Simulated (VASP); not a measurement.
Here is a VASP 6.6.1 calculation.

Contents of INCAR:

```
SYSTEM = TaN
  PREC = Accurate
  ENCUT = 600
  EDIFF = 1E-6
  ISMEAR = -1
  SIGMA = 0.15
  LREAL = .False.
  LASPH = .True.
  NELM = 120
  ALGO = Normal
  ISIF = 2
  LWAVE = .False.
  LCHARG = .False.
  NBANDS = 16
  GGA_COMPAT = .False.
```

The input KPOINTS:

```
regular mesh
0
Gamma
  16 16 16
  0 0 0
```

POSCAR

```
TaN
1.0
    0.0000000000      2.1747153530      2.1747153530
    2.1747153530      0.0000000000      2.1747153530
    2.1747153530      2.1747153530      0.0000000000
Ta N
1 1
Direct
    0.5000000000      0.5000000000      0.5000000000
    0.0000000000      0.0000000000      0.0000000000
```

Potentials or basis: VASP PAW LDA potentials, release 64 (Ta_sv_GW, N).

The run is started by

```console
$ cat potpaw_LDA.64/Ta_sv_GW/POTCAR potpaw_LDA.64/N/POTCAR > POTCAR
$ mpirun -np 1 vasp_std > vasp.out
```

Problem. Predict the pressure.

Solution. 1.2 GPa.

Problem. Estimate the band gap on the k mesh.

Solution. Zero (band 9 reaches 16.00 eV, above the bottom of band 10 at 11.79 eV).

Caveat: spin-orbit coupling is left out, which moves the levels of the heavy elements.
